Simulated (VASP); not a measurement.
Runs of VASP 6.6.1 on KCl. The structure is that of space group Fm-3m (No. 225), or close to it. The cells are those of the table. 

```tsv
level	cell	smearing	gap on the mesh (eV)	pressure (GPa)
PBE	a = 4.549, b = 4.549, c = 4.447 Å, angles 60.7, 60.7, 58.5°, 2 atoms	fermi-dirac 0.02 eV	5.03	0.1
r2SCAN	a = 4.549, b = 4.549, c = 4.447 Å, angles 60.7, 60.7, 58.5°, 2 atoms	gaussian 0.01 eV	5.67	-0.7
r2SCAN	a = 4.561 Å, angles 60.0°, 2 atoms	gaussian 0.01 eV	(a)	-1.2
r2SCAN	a = 4.420 Å, angles 61.6°, 2 atoms	gaussian 0.01 eV	5.72	(b)
PBE	a = 4.561 Å, angles 60.0°, 2 atoms	fermi-dirac 0.02 eV	4.94	-0.5
PBE	a = 4.420 Å, angles 61.6°, 2 atoms	fermi-dirac 0.02 eV	5.08	0.5
```

Alike in all rows: task single point; potentials or basis VASP PAW PBE potentials, release 64 (K_sv, Cl); no spin polarisation; k mesh 8 × 8 × 8; cutoff (eV) 520.

Question: Estimate the missing entries.

Answer: (a) 5.58; (b) -0.3.

Caveats: the PAW data sets were made with another functional, which shifts forces and pressure a little (some runs).

A k mesh can miss the band edges.
